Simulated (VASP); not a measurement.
Runs of VASP 6.6.1 on Ag. The structure is that of space group Fm-3m (No. 225), or close to it. The cells are those of the table. 

```csv
cell,gap on the mesh (eV),pressure (GPa)
"a = 2.817 Å, angles 60.0°, 1 atom",none,12.3
"a = 2.855, b = 2.855, c = 2.745 Å, angles 61.3, 61.3, 57.5°, 1 atom",none,12.9
"a = 3.034 Å, angles 60.0°, 1 atom",none,-9.4
"a = 2.818, b = 2.818, c = 2.745 Å, angles 60.9, 60.9, 58.3°, 1 atom",none,(a)
"a = 2.781, b = 2.781, c = 2.817 Å, angles 59.6, 59.6, 60.9°, 1 atom",none,17.0
"a = 2.745 Å, angles 60.0°, 1 atom",none,(b)
"a = 2.781, b = 2.781, c = 2.745 Å, angles 60.4, 60.4, 59.1°, 1 atom",none,22.4
```

Alike in all rows: task single point; level r2SCAN; potentials or basis VASP PAW PBE potentials, release 64 (Ag); no spin polarisation; k mesh 20 × 20 × 20; cutoff (eV) 520; smearing gaussian 0.15 eV.

Question: Fill in the values left out.

Answer: (a) 17.2; (b) 28.5.

Caveats: the PAW data sets were made with another functional, which shifts forces and pressure a little; the cell stands under pressure (at least some runs); the stress differs along the axes, from 9 to 15 GPa (at least some runs); the cell stands under tension (at least some runs).

A k mesh can miss the band edges, and the runs leave out spin-orbit coupling on Ag.

A gap of «none» marks levels without a gap at the run's occupations.
